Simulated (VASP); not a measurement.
# ScPt (Pm-3m) in VASP: a series of runs

Runs on ScPt. Level: LDA. Tasks: single point, relaxation of cell and atoms.

All numbers are computed with VASP 6.6.1; they aren't measurements. Logs are shortened: lines on timing, memory, paths and dates and some standing lists are left out, and cuts for length are marked.

**1. The cell of the first run**

Symmetry: Pm-3m, No. 221, cubic system. Conventional cell: a = 3.229 Å, b = 3.229 Å, c = 3.229 Å, α = 90.00°, β = 90.00°, γ = 90.00°. Sc (site symmetry m-3m) has 8 Pt at 2.80 Å and 6 Sc at 3.23 Å within 3.7 Å. Pt (site symmetry m-3m) has 8 Sc at 2.80 Å and 6 Pt at 3.23 Å within 3.7 Å.

**2. Single point, LDA**

Input file INCAR:

```
PREC = Accurate
ENCUT = 520
EDIFF = 1E-6
ISMEAR = 0
SIGMA = 0.1
LREAL = F
LASPH = T
NELM = 100
ALGO = Normal
ISIF = 2
LWAVE = F
LCHARG = F
GGA = CA
NBANDS = 18
```

Input file KPOINTS:

```
Automatic mesh
0
Gamma
  14 14 14
```

Input file POSCAR:

```
ScPt
1.0
    3.2290422512      0.0000000000      0.0000000000
    0.0000000000      3.2290422512      0.0000000000
    0.0000000000      0.0000000000      3.2290422512
Sc Pt
1 1
Direct
    0.5000000000      0.5000000000      0.5000000000
    0.0000000000      0.0000000000      0.0000000000
```

Potentials or basis: VASP PAW LDA potentials, release 64 (Sc_sv, Pt).

On the command line:

```bash
$ cat potpaw_LDA.64/Sc_sv/POTCAR potpaw_LDA.64/Pt/POTCAR > POTCAR
$ mpirun -np 1 vasp_std > vasp.out
```

OUTCAR:

```text
PREC = Accurate
   ENCUT = 520
   EDIFF = 1E-6
   ISMEAR = 0
   LREAL = F
   LASPH = T
   NELM = 100
   ISIF = 2
   GGA = CA

 ion  position               nearest neighbor table
   1  0.500  0.500  0.500-   2 2.80   2 2.80   2 2.80   2 2.80   2 2.80   2 2.80   2 2.80   2 2.80

   2  0.000  0.000  0.000-   1 2.80   1 2.80   1 2.80   1 2.80   1 2.80   1 2.80   1 2.80   1 2.80

  LATTYP: Found a simple cubic cell.
 ALAT       =     3.2290422512

  Lattice vectors:

 A1 = (   3.2290422512,   0.0000000000,   0.0000000000)
 A2 = (   0.0000000000,   3.2290422512,   0.0000000000)
 A3 = (   0.0000000000,   0.0000000000,   3.2290422512)

Analysis of symmetry for initial positions (statically):
=====================================================================
 Subroutine PRICEL returns:
 Original cell was already a primitive cell.

 Routine SETGRP: Setting up the symmetry group for a
 simple cubic supercell.

 Subroutine GETGRP returns: Found 48 space group operations
 (whereof 48 operations were pure point group operations)
 out of a pool of 48 trial point group operations.

The static configuration has the point symmetry O_h .

Analysis of symmetry for dynamics (positions and initial velocities):
=====================================================================
 Subroutine PRICEL returns:
 Original cell was already a primitive cell.

 Routine SETGRP: Setting up the symmetry group for a
 simple cubic supercell.

 Subroutine GETGRP returns: Found 48 space group operations
 (whereof 48 operations were pure point group operations)
 out of a pool of 48 trial point group operations.

The dynamic configuration has the point symmetry O_h .

 Subroutine INISYM returns: Found 48 space group operations
 (whereof 48 operations are pure point group operations),
 and found     1 'primitive' translations

----------------------------------------------------------------------------------------

                                     Primitive cell

  volume of cell :      33.6683

  direct lattice vectors                    reciprocal lattice vectors
     3.229042251  0.000000000  0.000000000     0.309689351  0.000000000  0.000000000
     0.000000000  3.229042251  0.000000000     0.000000000  0.309689351  0.000000000
     0.000000000  0.000000000  3.229042251     0.000000000  0.000000000  0.309689351

  length of vectors
     3.229042251  3.229042251  3.229042251     0.309689351  0.309689351  0.309689351

  position of ions in fractional coordinates (direct lattice)
     0.500000000  0.500000000  0.500000000
     0.000000000  0.000000000  0.000000000

  ion indices of the primitive-cell ions
   primitive index   ion index
                 1           1
                 2           2

----------------------------------------------------------------------------------------

 KPOINTS: Automatic mesh

Automatic generation of k-mesh.
 Grid dimensions read from file:
 generate k-points for:   14   14   14

 Generating k-lattice:

  Cartesian coordinates                     Fractional coordinates (reciprocal lattice)
     0.022120668  0.000000000  0.000000000     0.071428571  0.000000000  0.000000000
     0.000000000  0.022120668  0.000000000     0.000000000  0.071428571  0.000000000
     0.000000000  0.000000000  0.022120668     0.000000000  0.000000000  0.071428571

  Length of vectors
     0.022120668  0.022120668  0.022120668

  Shift w.r.t. Gamma in fractional coordinates (k-lattice)
     0.000000000  0.000000000  0.000000000

 Subroutine IBZKPT returns following result:
 ===========================================

 Found    120 irreducible k-points:

 Following reciprocal coordinates:
            Coordinates               Weight
  0.000000  0.000000  0.000000      1.000000
  0.071429  0.000000  0.000000      6.000000
  0.142857  0.000000  0.000000      6.000000
  0.214286  0.000000  0.000000      6.000000
  0.285714  0.000000  0.000000      6.000000
  0.357143  0.000000  0.000000      6.000000
[... 16 lines left out ...]
  0.285714  0.214286  0.000000     24.000000
  0.357143  0.214286  0.000000     24.000000
 [... further k-points ...]
   k-points           NKPTS =    120   k-points in BZ     NKDIM =    120   number of bands    NBANDS=     18
   number of dos      NEDOS =    301   number of ions     NIONS =      2
   total plane-waves  NPLWV =  13824
   dimension x,y,z NGX =    24 NGY =   24 NGZ =   24
   dimension x,y,z NGXF=    48 NGYF=   48 NGZF=   48
   ions per type =               1   1
   NGX,Y,Z   is equivalent  to a cutoff of  12.36, 12.36, 12.36 a.u.
   NGXF,Y,Z  is equivalent  to a cutoff of  24.71, 24.71, 24.71 a.u.
 SYSTEM =  unknown system
   PREC   = accura    normal or accurate (medium, high low for compatibility)
   ISTART =      0    job   : 0-new  1-cont  2-samecut
   ICHARG =      2    charge: 1-file 2-atom 10-const
   ISPIN  =      1    spin polarized calculation?
   LNONCOLLINEAR =      F non collinear calculations
   LSORBIT =      F    spin-orbit coupling
   LASPH  =      T    aspherical Exc in radial PAW
   ENCUT  =  520.0 eV  38.22 Ry    6.18 a.u.   6.00  6.00  6.00*2*pi/ulx,y,z
   NELM   =    100;   NELMIN=  2; NELMDL= -5     # of ELM steps
   EDIFF  = 0.1E-05   stopping-criterion for ELM
   LREAL  =      F    real-space projection
   EDIFFG = 0.1E-04   stopping-criterion for IOM
   NSW    =      0    number of steps for IOM
   IBRION =     -1    ionic relax: 0-MD 1-quasi-New 2-CG
   NFREE  =      0    steps in history (QN), initial steepest desc. (CG)
   ISIF   =      2    stress and relaxation
   ISYM   =      2    0-nonsym 1-usesym 2-fastsym
   POTIM  = 0.5000    time-step for ionic-motion
   TEBEG  =    0.0;   TEEND  =   0.0 temperature during run
   PSTRESS=    0.0 pullay stress
   NELECT =      21.0000    total number of electrons
   NUPDOWN=      -1.0000    fix difference up-down
   EMIN   =  10.00;   EMAX   =-10.00  energy-range for DOS
   EFERMI =   0.00;   METHOD = LEGACY
   ISMEAR =     0;   SIGMA  =   0.10  broadening in eV -4-tet -1-fermi 0-gaus
   EFERMI_NEDOS =   21; number of points for ismear=-14 and -15
   IALGO  =     38    algorithm
   IMIX   =      4    mixing-type and parameters
     AMIX     =   0.40;   BMIX     =  1.00
     AMIX_MAG =   1.60;   BMIX_MAG =  1.00
  volume/ion in A,a.u.               =      16.83       113.60
  Fermi-wavevector in a.u.,A,eV,Ry     =   1.398752  2.643259 26.619914  1.956508
  Thomas-Fermi vector in A             =   2.521879
   LORBIT       =      0    0 simple, 1 ext, 2 COOP (PROOUT), +10 PAW based schemes
   GGA     = CA    functional components
   LHFCALC =     F    Hartree Fock is set to
   AEXX    =    0.0000 exact exchange contribution
   IVDW    =     0    specifies the selected vdW correction
   LEPSILON=     F    determine dielectric tensor
   LRPA    =     F    only Hartree local field effects (RPA)
 non-spin polarized calculation
 Gauss-broadening in eV      SIGMA  =   0.10
  energy-cutoff  :      520.00
  volume of cell :       33.67
 maximum number of plane-waves:       926
   NGX = 13   NGY = 13   NGZ = 13

 number of electron      21.0000002 magnetization

 Free energy of the ion-electron system (eV)
  ---------------------------------------------------
  ext. energy  EPLUGINS =         0.00000000
  ---------------------------------------------------
  free energy    TOTEN  =       -16.68634876 eV

  energy without entropy =      -16.68099546  energy(sigma->0) =      -16.68367211

 E-fermi :   8.2881     XC(G=0): -12.4367

 val. band max:        8.2569028198   @ k =   0.4286   0.4286   0.2143
 cond. band min:       8.3074458227   @ k =   0.4286   0.0714   0.0000
 fundamental gap:      0.0505430029
 Fermi energy:         8.2881237643

 k-point     1 :       0.0000    0.0000    0.0000
  band No.  band energies     occupation
      1     -40.8011      2.00000
      2     -19.6719      2.00000
      3     -19.6719      2.00000
      4     -19.6719      2.00000
      5       0.0122      2.00000
      6       2.8111      2.00000
[... 10 lines left out ...]
     17      15.8252      0.00000
     18      15.8252      0.00000

 k-point     2 :       0.0714    0.0000    0.0000
  band No.  band energies     occupation
      1     -40.7996      2.00000
      2     -19.6866      2.00000
      3     -19.6712      2.00000
      4     -19.6712      2.00000
      5       0.1103      2.00000
      6       2.8466      2.00000
[... 10 lines left out ...]
     17      16.1608      0.00000
     18      16.1608      0.00000

 k-point     3 :       0.1429    0.0000    0.0000
  band No.  band energies     occupation
      1     -40.7957      2.00000
      2     -19.7274      2.00000
      3     -19.6694      2.00000
      4     -19.6694      2.00000
      5       0.3969      2.00000
      6       2.9497      2.00000
[... 10 lines left out ...]
     17      17.0039      0.00000
     18      17.0039      0.00000

 k-point     4 :       0.2143    0.0000    0.0000
  band No.  band energies     occupation
      1     -40.7899      2.00000
      2     -19.7859      2.00000
      3     -19.6667      2.00000
      4     -19.6667      2.00000
      5       0.8462      2.00000
      6       3.1093      2.00000
[... 375 lines left out ...]
      4     -19.6589      2.00000
      5       1.5344      2.00000
      6       3.3967      2.00000
[... 10 lines left out ...]
     17      15.9222      0.00000
     18      19.2604      0.00000

 k-point    23 :       0.2857    0.2143    0.0000
  band No.  band energies     occupation
      1     -40.7738      2.00000
      2     -19.8353      2.00000
      3     -19.7645      2.00000
      4     -19.6544      2.00000
      5       1.9538      2.00000
      6       3.5161      2.00000
[... 10 lines left out ...]
     17      16.4269      0.00000
     18      20.1151      0.00000

 k-point    24 :       0.3571    0.2143    0.0000
  band No.  band energies     occupation
      1     -40.7685      2.00000
      2     -19.8878      2.00000
      3     -19.7591      2.00000
      4     -19.6503      2.00000
      5       2.3466      2.00000
      6       3.5959      2.00000
[... 10 lines left out ...]
     17      17.1930      0.00000
     18      21.1328      0.00000

 [... further k-points ...]

------------------------ aborting loop because EDIFF is reached ----------------------------------------

  FORCE on cell =-STRESS in cart. coord.  units (eV):
  Direction    XX          YY          ZZ          XY          YZ          ZX
  --------------------------------------------------------------------------------------
  -------------------------------------------------------------------------------------
  Total        0.1555806      0.1555806      0.1555806     -0.0000000     -0.0000000     -0.0000000
  in kB        7.4036331      7.4036331      7.4036331     -0.0000000     -0.0000000     -0.0000000
  external PRESSURE =       7.4036331 kB  Pullay stress =       0.0000000 kB

 VOLUME and BASIS-vectors are now :
 -----------------------------------------------------------------------------
  energy-cutoff  :      520.00
  volume of cell :       33.67
      direct lattice vectors                 reciprocal lattice vectors
     3.229042251  0.000000000  0.000000000     0.309689351  0.000000000  0.000000000
     0.000000000  3.229042251  0.000000000     0.000000000  0.309689351  0.000000000
     0.000000000  0.000000000  3.229042251     0.000000000  0.000000000  0.309689351

 POSITION                                       TOTAL-FORCE (eV/Angst)
 -----------------------------------------------------------------------------------
      1.61452      1.61452      1.61452         0.000000      0.000000      0.000000
      0.00000      0.00000      0.00000         0.000000      0.000000      0.000000
 -----------------------------------------------------------------------------------
    total drift:                                0.000000      0.000000     -0.000000

  FREE ENERGIE OF THE ION-ELECTRON SYSTEM (eV)
  ---------------------------------------------------
  free  energy   TOTEN  =       -16.6863487551 eV

  energy  without entropy=      -16.6809954555  energy(sigma->0) =      -16.68367211
```

Run time: 15 s. Hardware: 1 thread of Intel Xeon 6975P-C (Granite Rapids), shared host; peak memory 0.18 GiB.

What came out:

```
Free energy : -16.6863 eV
Pressure    : 0.7 GPa
```

Levels at points of the mesh, in eV from the Fermi level:
| k point | band 6 | band 7 | band 8 | band 9 | band 10 | band 11 | band 12 | band 13 | band 14 | band 15 |
| --- | --- | --- | --- | --- | --- | --- | --- | --- | --- | --- |
| (0.00, 0.00, 0.00) | -5.48 | -5.48 | -2.94 | -2.94 | -2.94 | 1.50 | 1.50 | 3.63 | 3.63 | 3.63 |
| (0.50, 0.00, 0.00) | -4.58 | -3.39 | -3.33 | -3.33 | -2.50 | -0.85 | -0.20 | 1.20 | 1.20 | 2.80 |
| (0.50, 0.50, 0.00) | -5.51 | -4.05 | -4.05 | -1.61 | -0.79 | 0.39 | 0.39 | 2.04 | 3.71 | 3.71 |
| (0.50, 0.50, 0.50) | -4.45 | -4.45 | -1.55 | -1.55 | -1.49 | -1.49 | -1.49 | 3.30 | 3.84 | 3.84 |

Caveat: spin-orbit coupling is left out, which moves the levels of the heavy elements.

**3. Relaxation of cell and atoms, LDA**

This run uses another cell than the first one, of 17.48 Å³/atom, 1.039 times its volume.

Input file INCAR:

```
PREC = Accurate
ENCUT = 600
EDIFF = 1E-6
ISMEAR = 0
SIGMA = 0.1
LREAL = F
LASPH = T
NELM = 100
ALGO = Normal
ISIF = 3
LWAVE = F
LCHARG = F
IBRION = 2
NSW = 100
EDIFFG = -0.005
```

Input file KPOINTS:

```
regular mesh
0
Gamma
  14 14 14
```

Input file POSCAR:

```
ScPt
1.0
    3.2700000000      0.0000000000      0.0000000000
    0.0000000000      3.2700000000      0.0000000000
    0.0000000000      0.0000000000      3.2700000000
Sc Pt
1 1
Direct
    0.5000000000      0.5000000000      0.5000000000
    0.0000000000      0.0000000000      0.0000000000
```

Potentials or basis: VASP PAW LDA potentials, release 64 (Sc_sv, Pt).

On the command line:

```bash
$ cat potpaw_LDA.64/Sc_sv/POTCAR potpaw_LDA.64/Pt/POTCAR > POTCAR
$ mpirun -np 1 vasp_std > vasp.out
```

Wall time 58 s (1 thread of Intel Xeon 6975P-C (Granite Rapids), shared host); peak memory 0.22 GiB.

The run converged. Its results:

```yaml
Free_energy: -16.6870 eV
Relaxed_volume: 16.93 Å³/atom
Relaxed_cell: a = 3.235 Å, b = 3.235 Å, c = 3.235 Å, α = 90.00°, β = 90.00°, γ = 90.00°
Space_group_after_relaxing_to_0.05_Å: Pm-3m (No. 221)
Energy_gained_by_relaxing: 8.9 meV/atom
Ionic_steps: 3
Pressure_after_relaxing: 0.0 GPa
```

The path:
```tsv
step	energy change (eV)	largest force (eV/Å)	pressure (GPa)	volume (Å³)
1	0.0000	0.0000	-4.96	34.97
2	0.0208	0.0000	8.39	32.30
3	-0.0179	0.0000	-0.04	33.85
```

Final structure:
```yaml
crystal:
  lattice:
    - [3.23499, 0.00000, 0.00000]
    - [0.00000, 3.23499, 0.00000]
    - [0.00000, 0.00000, 3.23499]
  atoms:
    - { symbol: Sc, position: [0.50000, 0.50000, 0.50000] }
    - { symbol: Pt, position: [0.00000, 0.00000, 0.00000] }
```

Levels at points of the mesh, in eV from the Fermi level:
```
           k point  band 6  band 7  band 8  band 9  band 10  band 11  band 12  band 13  band 14
(0.00, 0.00, 0.00)   -5.44   -5.44   -2.92   -2.92    -2.92     1.50     1.50     3.60     3.60
(0.50, 0.00, 0.00)   -4.54   -3.37   -3.31   -3.31    -2.48    -0.85    -0.19     1.19     1.19
(0.50, 0.50, 0.00)   -5.48   -4.03   -4.03   -1.60    -0.79     0.38     0.38     2.02     3.68
(0.50, 0.50, 0.50)   -4.43   -4.43   -1.54   -1.54    -1.47    -1.47    -1.47     3.27     3.81
```

Caveat: spin-orbit coupling is left out, which moves the levels of the heavy elements. LDA usually gives volumes a few per cent too small.

**4. Single point, LDA**

Input file INCAR:

```
ALGO     = Normal         # electronic algorithm
EDIFF    = 1E-7           # SCF threshold, eV
ENCUT    = 520            # plane-wave cutoff, eV
ISIF     = 2              # what is computed and relaxed
ISMEAR   = -1             # smearing method
LASPH    = True           # aspherical terms in the spheres
LCHARG   = True           # write CHGCAR
LELF     = True           # ELF
LREAL    = False          # projectors in reciprocal space
LVHAR    = True         
LWAVE    = False          # write WAVECAR
NBANDS   = 18             # bands
NELM     = 100            # most SCF steps
PREC     = Accurate       # precision mode
SIGMA    = 0.15           # smearing width, eV
```

Input file KPOINTS:

```
k-points
0
Gamma
  14 14 14
```

Input file POSCAR:

```
ScPt
1.0
    3.2296165136      0.0000000000      0.0000000000
    0.0000000000      3.2296165136      0.0000000000
    0.0000000000      0.0000000000      3.2296165136
Sc Pt
1 1
Direct
    0.5000000000      0.5000000000      0.5000000000
    0.0000000000      0.0000000000      0.0000000000
```

On the command line:

```bash
$ cat potpaw_LDA.64/Sc_sv/POTCAR potpaw_LDA.64/Pt/POTCAR > POTCAR
$ mpirun -np 1 vasp_std > vasp.out
```

Run time: 17 s. Hardware: 1 thread of Intel Xeon 6975P-C (Granite Rapids), shared host; peak memory 0.19 GiB.

Results (log left out):

```yaml
Free_energy: -16.7281 eV
Pressure: 0.7 GPa
```

Levels at points of the mesh, in eV from the Fermi level:
| k point | band 7 | band 8 | band 9 | band 10 | band 11 | band 12 | band 13 | band 14 |
| --- | --- | --- | --- | --- | --- | --- | --- | --- |
| (0.00, 0.00, 0.00) | -5.48 | -2.94 | -2.94 | -2.94 | 1.52 | 1.52 | 3.65 | 3.65 |
| (0.50, 0.00, 0.00) | -3.38 | -3.33 | -3.33 | -2.51 | -0.86 | -0.18 | 1.21 | 1.21 |
| (0.50, 0.50, 0.00) | -4.05 | -4.05 | -1.62 | -0.79 | 0.39 | 0.39 | 2.05 | 3.72 |
| (0.50, 0.50, 0.50) | -4.45 | -1.56 | -1.56 | -1.48 | -1.48 | -1.48 | 3.29 | 3.86 |

Caveat: spin-orbit coupling is left out, which moves the levels of the heavy elements.

(Part 1 of 2 ends here.)
